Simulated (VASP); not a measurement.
# SbPt (P6_3/mmc) in VASP: notebook, part 3 of 4

VASP 6.6.1. The steps go on from the part before.

## Step 4: Single point, PBEsol (biaxial strain in the a-b plane: +4.5 %)

The input, INCAR:

```
SYSTEM = SbPt
ALGO = Normal
EDIFF = 1E-6
ENCUT = 520
GGA = PS
ISIF = 2
ISMEAR = 0
LASPH = .True.
LCHARG = .True.
LELF = .True.
LREAL = .False.
LVHAR = .True.
LWAVE = .False.
NBANDS = 23
NELM = 100
PREC = Accurate
SIGMA = 0.1
```

The input, KPOINTS:

```
k-points
0
Gamma
  12 12 10
  0 0 0
```

The input, POSCAR:

```
SbPt
1.0
    4.3584691544      0.0000000000      0.0000000000
   -2.1792345772      3.7745450094      0.0000000000
    0.0000000000      0.0000000000      5.3208376763
Sb Pt
2 2
Direct
    0.3333333333      0.6666666667      0.2500000000
    0.6666666667      0.3333333333      0.7500000000
    0.0000000000      0.0000000000      0.0000000000
    0.0000000000      0.0000000000      0.5000000000
```

Potentials or basis: VASP PAW PBE potentials, release 64 (Sb, Pt).

Run with:

```console
$ cat potpaw_PBE.64/Sb/POTCAR potpaw_PBE.64/Pt/POTCAR > POTCAR
$ mpirun -np 1 vasp_std > vasp.out
```

OUTCAR:

```text
SYSTEM = SbPt
   EDIFF = 1E-6
   ENCUT = 520
   GGA = PS
   ISIF = 2
   ISMEAR = 0
   LASPH = .True.
   LREAL = .False.
   NELM = 100
   PREC = Accurate

 ion  position               nearest neighbor table
   1  0.333  0.667  0.250-   3 2.85   4 2.85   3 2.85   4 2.85   3 2.85   4 2.85   2 3.66   2 3.66
                             2 3.66   2 3.66   2 3.66   2 3.66
   2  0.667  0.333  0.750-   3 2.85   4 2.85   3 2.85   4 2.85   3 2.85   4 2.85   1 3.66   1 3.66
                             1 3.66   1 3.66   1 3.66   1 3.66
   3  0.000  0.000  0.000-   4 2.66   4 2.66   1 2.85   2 2.85   2 2.85   1 2.85   2 2.85   1 2.85

   4  0.000  0.000  0.500-   3 2.66   3 2.66   1 2.85   2 2.85   2 2.85   1 2.85   2 2.85   1 2.85

  LATTYP: Found a hexagonal cell.
 ALAT       =     4.3584691544
 C/A-ratio  =     1.2208042521

  Lattice vectors:

 A1 = (   4.3584691544,   0.0000000000,   0.0000000000)
 A2 = (  -2.1792345772,   3.7745450094,   0.0000000000)
 A3 = (   0.0000000000,   0.0000000000,   5.3208376763)

Analysis of symmetry for initial positions (statically):
=====================================================================
[... 172 lines left out ...]
  ext. energy  EPLUGINS =         0.00000000
  ---------------------------------------------------
  free energy    TOTEN  =       -24.50951377 eV

  energy without entropy =      -24.49789022  energy(sigma->0) =      -24.50370199

 E-fermi :   8.7615     XC(G=0): -11.2012

 val. band max:        8.7582735875   @ k =   0.3333  -0.0000   0.1000
 cond. band min:       8.7783369992   @ k =   0.0000   0.0000   0.1000
 fundamental gap:      0.0200634117
 Fermi energy:         8.7615178614

 k-point     1 :       0.0000    0.0000    0.0000
  band No.  band energies     occupation
      1      -3.4470      2.00000
      2       0.3663      2.00000
      3       2.6870      2.00000
      4       2.9775      2.00000
      5       3.1978      2.00000
      6       3.1978      2.00000
[... 613 lines left out ...]
     22      15.0116      0.00000
     23      15.7335      0.00000

 [... further k-points ...]
[... 5 lines left out ...]
  --------------------------------------------------------------------------------------
  -------------------------------------------------------------------------------------
  Total       -5.1968002     -5.1968002      0.0256231     -0.0000000      0.0000000      0.0000000
  in kB      -95.1191606    -95.1191606      0.4689893     -0.0000000      0.0000000      0.0000000
  external PRESSURE =     -63.2564439 kB  Pullay stress =       0.0000000 kB

 VOLUME and BASIS-vectors are now :
 -----------------------------------------------------------------------------
  energy-cutoff  :      520.00
  volume of cell :       87.53
      direct lattice vectors                 reciprocal lattice vectors
     4.358469154  0.000000000  0.000000000     0.229438357  0.132466297  0.000000000
    -2.179234577  3.774545009  0.000000000     0.000000000  0.264932594  0.000000000
     0.000000000  0.000000000  5.320837676     0.000000000  0.000000000  0.187940332

 POSITION                                       TOTAL-FORCE (eV/Angst)
 -----------------------------------------------------------------------------------
     -0.00000      2.51636      1.33021         0.000000      0.000000      0.000000
      2.17923      1.25818      3.99063        -0.000000     -0.000000      0.000000
      0.00000      0.00000      0.00000        -0.000000      0.000000      0.000000
      0.00000      0.00000      2.66042        -0.000000      0.000000      0.000000
 -----------------------------------------------------------------------------------
    total drift:                               -0.000000      0.000000      0.000000

  FREE ENERGIE OF THE ION-ELECTRON SYSTEM (eV)
  ---------------------------------------------------
  free  energy   TOTEN  =       -24.5095137661 eV

  energy  without entropy=      -24.4978902188  energy(sigma->0) =      -24.50370199
```

Run time: 2.1 min. Hardware: 1 thread of AMD EPYC 9R45 (Zen 5), shared host; peak memory 0.31 GiB.

Results:

```
Free energy            : -24.5095 eV
Pressure               : -6.3 GPa
Band gap on the k mesh : zero (bands 15 and 16 overlap by 3.67 eV)
```

Levels at points of the mesh, in eV from the Fermi level:
```
           k point  band 13  band 14  band 15  band 16  band 17  band 18
(0.00, 0.00, 0.00)    -0.24    -0.24     1.38     2.12     2.39     2.58
(0.50, 0.00, 0.00)    -2.36    -1.55    -1.45    -1.01     2.32     3.91
(0.00, 0.00, 0.50)    -1.22    -1.22     2.11     2.11     2.11     2.11
(0.50, 0.00, 0.50)    -2.68    -2.68     0.35     0.35     1.32     1.32
```

Caveat: the cell differs from its parent crystal (biaxial strain in the a-b plane: +4.5 %); the stress differs along the axes, from -10 to 0 GPa; the PAW data sets were made with another functional, which shifts forces and pressure a little; spin-orbit coupling is left out, which moves the levels of the heavy elements.

## Step 5: Relaxation of shape and atoms at fixed volume, PBEsol (21.83 Å³/atom)

This run uses another cell than the first one, of 21.83 Å³/atom.

The input, INCAR:

```
SYSTEM = SbPt
PREC = Accurate
ENCUT = 600
EDIFF = 1E-6
ISMEAR = 0
SIGMA = 0.1
LREAL = .FALSE.
LASPH = .TRUE.
NELM = 80
ALGO = Normal
ISIF = 4
LWAVE = .FALSE.
LCHARG = .FALSE.
GGA = PS
IBRION = 2
NSW = 50
EDIFFG = -0.01
```

The input, KPOINTS:

```
Automatic mesh
0
G
  12 12 8
  0 0 0
```

The input, POSCAR:

```
SbPt
1.0
    4.2581960077      0.0000000000      0.0000000000
   -2.1290980038      3.6877059170      0.0000000000
    0.0000000000      0.0000000000      5.5610539806
Sb Pt
2 2
Direct
    0.3333333333      0.6666666667      0.2500000000
    0.6666666667      0.3333333333      0.7500000000
    0.0000000000      0.0000000000      0.0000000000
    0.0000000000      0.0000000000      0.5000000000
```

Potentials or basis: VASP PAW PBE potentials, release 64 (Sb, Pt).

Run with:

```console
$ cat potpaw_PBE.64/Sb/POTCAR potpaw_PBE.64/Pt/POTCAR > POTCAR
$ mpirun -np 1 vasp_std > vasp.out
```

OUTCAR:

```text
SYSTEM = SbPt
   PREC = Accurate
   ENCUT = 600
   EDIFF = 1E-6
   ISMEAR = 0
   LREAL = .FALSE.
   LASPH = .TRUE.
   NELM = 80
   ISIF = 4
   GGA = PS
   IBRION = 2
   NSW = 50
   EDIFFG = -0.01

 ion  position               nearest neighbor table
   1  0.333  0.667  0.250-   3 2.82   4 2.82   3 2.82   4 2.82   3 2.82   4 2.82   2 3.71   2 3.71
                             2 3.71   2 3.71   2 3.71   2 3.71
   2  0.667  0.333  0.750-   3 2.82   4 2.82   3 2.82   4 2.82   3 2.82   4 2.82   1 3.71   1 3.71
                             1 3.71   1 3.71   1 3.71   1 3.71
   3  0.000  0.000  0.000-   4 2.78   4 2.78   1 2.82   2 2.82   2 2.82   1 2.82   2 2.82   1 2.82

   4  0.000  0.000  0.500-   3 2.78   3 2.78   1 2.82   2 2.82   2 2.82   1 2.82   2 2.82   1 2.82

  LATTYP: Found a hexagonal cell.
 ALAT       =     4.2581960077
 C/A-ratio  =     1.3059647725

  Lattice vectors:

 A1 = (   4.2581960077,   0.0000000000,   0.0000000000)
 A2 = (  -2.1290980038,   3.6877059170,   0.0000000000)
 A3 = (   0.0000000000,   0.0000000000,   5.5610539806)

Analysis of symmetry for initial positions (statically):
[... 183 lines left out ...]
------------------------ aborting loop because EDIFF is reached ----------------------------------------

  FORCE on cell =-STRESS in cart. coord.  units (eV):
  Direction    XX          YY          ZZ          XY          YZ          ZX
  --------------------------------------------------------------------------------------
  -------------------------------------------------------------------------------------
  Total       -3.8829192     -3.8829192     -4.1622499     -0.0000000      0.0000000     -0.0000000
  in kB      -71.2409810    -71.2409810    -76.3659379     -0.0000000      0.0000000     -0.0000000
  external PRESSURE =     -72.9493000 kB  Pullay stress =       0.0000000 kB
[... 63 lines left out ...]
--------------------------------------- Ionic step        3  -------------------------------------------

 number of electron      30.0000000 magnetization

 Free energy of the ion-electron system (eV)
  ---------------------------------------------------
  ext. energy  EPLUGINS =         0.00000000
  ---------------------------------------------------
  free energy    TOTEN  =       -24.62687901 eV

  energy without entropy =      -24.61606119  energy(sigma->0) =      -24.62147010

 E-fermi :   8.8126     XC(G=0): -11.2166

 val. band max:        8.8039878981   @ k =   0.2500   0.0000   0.3750
 cond. band min:       8.8132512785   @ k =   0.3333   0.2500   0.1250
 fundamental gap:      0.0092633804
 Fermi energy:         8.8126057615

 k-point     1 :       0.0000    0.0000    0.0000
  band No.  band energies     occupation
      1      -3.4378      2.00000
      2       0.1203      2.00000
      3       2.4548      2.00000
      4       3.3418      2.00000
      5       3.3418      2.00000
      6       3.3812      2.00000
[... 505 lines left out ...]
      6       3.9636      2.00000
[... 11 lines left out ...]
     18      12.0579      0.00000
     19      12.3132      0.00000

 [... further k-points ...]
[... 5 lines left out ...]
  --------------------------------------------------------------------------------------
  -------------------------------------------------------------------------------------
  Total       -3.9545837     -3.9545837     -3.9500053     -0.0000000      0.0000000     -0.0000000
  in kB      -72.5558294    -72.5558294    -72.4718283     -0.0000000      0.0000000     -0.0000000
  external PRESSURE =     -72.5278290 kB  Pullay stress =       0.0000000 kB
[... 19 lines left out ...]
  FREE ENERGIE OF THE ION-ELECTRON SYSTEM (eV)
  ---------------------------------------------------
  free  energy   TOTEN  =       -24.6268790116 eV

  energy  without entropy=      -24.6160611850  energy(sigma->0) =      -24.62147010

 reached required accuracy - stopping structural energy minimisation
```

OSZICAR:

```text
N       E                     dE             d eps       ncg     rms          rms(c)
DAV:   1     0.192693849377E+03    0.19269E+03   -0.13702E+04  3610   0.154E+03
DAV:   2    -0.150766608499E+02   -0.20777E+03   -0.19876E+03  4344   0.271E+02
[... 18 lines left out ...]
   2 F= -.24626875E+02 E0= -.24621471E+02  d E =-.382585E-03
       N       E                     dE             d eps       ncg     rms          rms(c)
DAV:   1    -0.246269797355E+02   -0.10545E-03   -0.51414E-03  3700   0.503E-01    0.514E-02
DAV:   2    -0.246269007182E+02    0.79017E-04   -0.14972E-04  4260   0.948E-02    0.241E-02
DAV:   3    -0.246268824190E+02    0.18299E-04   -0.33728E-05  4206   0.442E-02    0.968E-03
DAV:   4    -0.246268789774E+02    0.34416E-05   -0.82947E-06  4166   0.196E-02    0.393E-03
DAV:   5    -0.246268790116E+02   -0.34222E-07   -0.44059E-07  1970   0.485E-03
   3 F= -.24626879E+02 E0= -.24621470E+02  d E =-.387045E-03
```

Wall time 7.1 min (1 thread of Intel Xeon Platinum 8375C at 2.90GHz (Ice Lake), shared host); peak memory 0.37 GiB.

What came out:

```yaml
Free_energy: -24.6269 eV
Energy_gained_by_relaxing: 0.1 meV/atom
Ionic_steps: 3
Pressure_after_relaxing: -7.3 GPa
Band_gap_on_the_k_mesh: zero (bands 15 and 16 overlap by 3.76 eV)
```

Step by step:
```tsv
step	energy change (eV)	largest force (eV/Å)	pressure (GPa)	volume (Å³)
1	0.0000	0.0000	-7.29	87.33
2	-0.0004	0.0000	-7.27	87.33
3	-0.0004	0.0000	-7.25	87.33
```

Final structure:
```
Sb Pt
1.0
     4.26437    0.00000    0.00000
    -2.13219    3.69305    0.00000
     0.00000    0.00000    5.54496
Sb Pt
2 2
Direct
  0.33333 0.66667 0.25000
  0.66667 0.33333 0.75000
  0.00000 0.00000 0.00000
  0.00000 0.00000 0.50000
```

Caveat: the PAW data sets were made with another functional, which shifts forces and pressure a little; spin-orbit coupling is left out, which moves the levels of the heavy elements.

(Part 3 of 4 ends here.)

The gap in the log of VASP goes by the Fermi energy; the results here count the filled bands.